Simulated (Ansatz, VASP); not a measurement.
# Two plane-wave programs on Cu

```
Cu
1.0
     2.52049    0.00000    0.00000
    -1.26024    2.18280    0.00000
     0.00000    0.00000    4.11601
Cu
2
Direct
  0.33333 0.66667 0.25000
  0.66667 0.33333 0.75000
```

Alike in both runs: functional PBE; dispersion D3(BJ); k mesh 18 × 18 × 10; occupations gaussian, width 0.1 eV; no spin polarisation.

Ansatz relaxed the structure, and its values are those at the end. VASP's run is a single point on that final structure, the one shown.

|  | VASP | Ansatz |
| --- | --- | --- |
| version | VASP 6.6.1 | Ansatz 0.2.0 |
| potentials or method | VASP PAW PBE potentials, release 64 (Cu), cutoff 520 eV | scalar-relativistic, plane waves, PAW |
| valence electrons in the cell | 22 | 38 |

```csv
,VASP,Ansatz,Ansatz less VASP
gap on the k mesh at the Fermi level (eV),none,none,-
pressure (GPa),1.8,0.0,-1.78
```

A gap of «none» marks a metal or a gap that the smearing closes. VASP's potentials hold 22 valence electrons a cell and Ansatz's 38, so a difference there can come from the potentials and not from the codes.
